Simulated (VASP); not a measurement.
Set up this calculation in VASP 6.6.1, as the native input.

```yaml
Task: single point
Functional: PBE
Potentials_or_basis: VASP PAW PBE potentials, release 64 (O, H, F)
Cutoff: 520 eV
k_mesh: 1 × 1 × 1
Occupations: fermi-dirac, width 0.02 eV
Spin: no spin polarisation
Dipole_correction: no
Further_INCAR_settings: LREAL = Auto; ALGO = Normal; EDIFF = 1e-06; NBANDS = 66
```

The structure of H21O10F lies in POSCAR:

```
H21O10F
1.0
    6.9382320000      0.0000000000      0.0000000000
    0.0000000000      6.9382320000      0.0000000000
    0.0000000000      0.0000000000      6.9382320000
O H F
10 21 1
Direct
    0.0165748277      0.2573133905      0.0564408916
    0.5900782793      0.7450745377      0.5518264595
    0.3692871613      0.4402130110      0.1511480158
    0.9465956169     -0.0476202007      0.2451489083
    0.7275628719      1.1142031572      0.7387761032
    0.3258611127     -0.0611394949      0.3493541294
    0.0977914835      0.4068615751      0.6620562702
    0.3084791630      0.8495391910      0.8786244104
    0.6789625945      0.4911625901      0.8492653460
    0.4341740086      0.2950031074      0.5054601806
    0.1535117304      0.2706309042      0.0737651897
   -0.0244154419      0.3864096790      0.1066410002
    0.5629243877      0.6149981724      0.5222944404
    0.4777009474      0.8205404489      0.5125945630
    0.4705665651      0.4544241242      0.0522611524
    0.4445224662      0.4173397488      0.2666529456
    0.9449237212      0.0313912824      0.1359568259
    1.0805490505     -0.0551293182      0.2973379962
    0.7281105619      0.9765600228      0.7023114822
    0.7829948609      1.1168407168      0.8664022765
    0.3802265476      0.0760136012      0.3837865324
    0.3660730861     -0.0863044072      0.2175049782
    0.0393327868      0.3599043676      0.7812509008
    0.0321984044      0.3584198395      0.5524750398
    0.4090667478      0.7588532641      0.8200071719
    0.2103994216      0.7540970092      0.8850237352
    0.7648634407      0.5356840186      0.7508973468
    0.7489371932      0.5257823607      0.9678258092
    0.5456577410      0.2296694605      0.5770634363
    0.3444969842      0.3321018957      0.6094924471
    0.8976350171      0.7597036248      0.1834184847
    0.9196002670      0.6124326774      0.1452963810
```

One way to write it, as run:

INCAR

```
SYSTEM = H21O10F
PREC     = Accurate       ! precision mode
ENCUT    = 520            ! plane-wave cutoff, eV
EDIFF    = 1E-6           ! SCF threshold, eV
ISMEAR   = -1             ! smearing method
SIGMA    = 0.02           ! smearing width, eV
LREAL    = Auto         
LASPH    = .True.         ! aspherical terms in the spheres
NELM     = 100            ! most SCF steps
ALGO     = Normal         ! electronic algorithm
ISIF     = 2              ! what is computed and relaxed
LWAVE    = .False.        ! write WAVECAR
LCHARG   = .False.        ! write CHGCAR
GGA      = PE             ! functional
NBANDS   = 66             ! bands
```

KPOINTS

```
Automatic mesh
0
Gamma
  1 1 1
  0 0 0
```

Potentials or basis: VASP PAW PBE potentials, release 64 (O, H, F).

Run with:

```bash
$ cat potpaw_PBE.64/O/POTCAR potpaw_PBE.64/H/POTCAR potpaw_PBE.64/F/POTCAR > POTCAR
$ mpirun -np 1 vasp_gam > vasp.out
```

It gave:

* Pressure: 1.1 GPa
* Largest force: 3.838 eV/Å
* Band gap on the k mesh: 4.40 eV

Caveat: the k points lie up to 0.91 Å⁻¹ apart.

It took 26 s on 1 thread of Intel(R) Xeon(R) 6975P-C (Granite Rapids), with other jobs on the host, peak memory 0.36 GiB.
